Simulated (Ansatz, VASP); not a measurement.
# One calculation of Si, two programs

INCAR

```
PREC = Accurate ; ENCUT = 520
EDIFF = 1E-6 ; ISMEAR = 0
SIGMA = 0.1 ; LREAL = F
LASPH = T ; NELM = 80
ALGO = Normal ; ISIF = 2
LWAVE = F ; LCHARG = T
LDIPOL = T ; IDIPOL = 3
DIPOL = 0.5 0.5 0.500 ; LELF = T
LVHAR = T ; LVACPOTAV = T
NBANDS = 11
```

File KPOINTS:

```
Automatic mesh
0
Gamma
  15 15 1
```

File POSCAR:

```
Si
1.0
    3.7080000000      0.0000000000      0.0000000000
   -1.8540000000      3.2112221972      0.0000000000
    0.0000000000      0.0000000000     28.0000000000
Si
2
Direct
    0.3333333333      0.6666666667      0.5101964286
    0.6666666667      0.3333333333      0.4898035714
```

Input for Ansatz:

```yaml
crystal:
  lattice:
    - [3.708, 0.0, 0.0]
    - [-1.854, 3.2112221972, 0.0]
    - [0.0, 0.0, 28.0]
  atoms:
    - { symbol: Si, position: [0.3333333333, 0.6666666667, 0.5101964286] }
    - { symbol: Si, position: [0.6666666667, 0.3333333333, 0.4898035714] }
  periodic: [true, true, false]
basis:
  ecutwfc: 420
kpoints:
  mp_grid: { grid: [15, 15, 1] }
hamiltonian:
  xc: lda
  pseudopotentials: { kind: paw, azcp: { folder: soft_1 } }
scf:
  occupations: { method: gaussian, width: 0.1 }
output:
  forces: true
  stress: true
  eigenvalues: true
```

Alike in both runs: task single point; functional LDA; k mesh 15 × 15 × 1; occupations gaussian, width 0.1 eV; no spin polarisation.

```csv
,VASP,Ansatz
version,VASP 6.6.1,Ansatz 0.2.0
potentials or method,"VASP PAW LDA potentials, release 64 (Si), cutoff 520 eV","scalar-relativistic, plane waves, PAW"
valence electrons in the cell,8,8
```

```csv
,VASP,Ansatz,Ansatz less VASP
gap on the k mesh at the Fermi level (eV),none,none,-
rms of the force components (eV/Å),0.005,0.007,+0.0018
"work function, face that differs most (eV)",4.71,4.69,-0.013
```

Ansatz warns that its potentials were made for another functional, while VASP's fit it. LDA's correlation is that of Perdew and Zunger in VASP and of Perdew and Wang (1992) in Ansatz. Atom by atom the forces differ by 0.002 eV/Å (rms over components). A gap of «none» marks a metal or a gap that the smearing closes.
